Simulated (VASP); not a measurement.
Ga:

```xyz
4
Lattice="2.2179 -3.7419 0.0000 2.2179 3.7419 0.0000 0.0000 0.0000 4.4250" Properties=species:S:1:pos:R:3 pbc="T T T"
Ga    2.2179   -2.5772    0.3803
Ga    2.2179   -1.1648    2.5928
Ga    2.2179    2.5772    4.0447
Ga    2.2179    1.1648    1.8322
```

Base run:

```yaml
Program: VASP 6.6.1
Functional: LDA
Potentials_or_basis: VASP PAW LDA potentials, release 64 (Ga_d)
Cutoff: 520 eV
k_mesh: 8 × 8 × 7
Occupations: fermi-dirac, width 1 eV
Spin: no spin polarisation
```

Its results: band gap on the k mesh zero (bands 26 and 27 overlap by 1.03 eV); pressure 5.5 GPa; largest force 0.066 eV/Å.

Question: The run is repeated on the same cell with these changes: occupations from fermi-dirac, width 1 eV to methfessel-paxton, width 0.2 eV. What comes out?

Answer: Band gap on the k mesh zero (bands 26 and 27 overlap by 1.05 eV); pressure 0.1 GPa; largest force 0.013 eV/Å.

Caveats: the cell stands under pressure (at least some runs); so wide a smearing shifts energies and pressures (at least some runs).
